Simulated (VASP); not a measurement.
Runs of VASP 6.6.1 on Si. The structure is that of space group P2_1/m (No. 11), or close to it. The cells are those of the table. 

```tsv
cell	gap on the mesh (eV)	pressure (GPa)	largest force (eV/Å)
a = 6.221, b = 5.155, c = 12.570 Å, angles 90.0, 90.0, 142.0°, 12 atoms	none	4.0	3.73
a = 5.228, b = 4.427, c = 12.570 Å, angles 90.0, 90.0, 141.7°, 12 atoms	none	63.8	11.39
a = 5.861, b = 5.059, c = 12.570 Å, angles 90.0, 90.0, 141.5°, 12 atoms	none	11.1	3.86
a = 6.853, b = 5.786, c = 12.570 Å, angles 90.0, 90.0, 141.7°, 12 atoms	none	(a)	0.92
a = 6.010, b = 4.945, c = 12.570 Å, angles 90.0, 90.0, 142.1°, 12 atoms	none	(b)	5.56
```

Alike in all rows: task single point; level LDA; potentials or basis VASP PAW LDA potentials, release 64 (Si); no spin polarisation; k mesh 10 × 10 × 4; cutoff (eV) 520; smearing gaussian 0.03 eV.

Q: Fill in the values left out.

A: (a) -9.1; (b) 13.0.

Caveats: semilocal functionals underestimate gaps, and a narrow one can read as zero (at least some runs); forces of over 1 eV/Å act on the atoms, so gaps and moduli don't describe the material at rest (at least some runs); the cell stands under pressure (at least some runs); the stress differs along the axes, from 39 to 81 GPa (at least some runs); the stress differs along the axes, from 7 to 15 GPa (at least some runs); the stress differs along the axes, from -13 to -3 GPa (at least some runs); the stress differs along the axes, from 9 to 19 GPa (at least some runs).

A gap of «none» marks levels without a gap at the run's occupations.
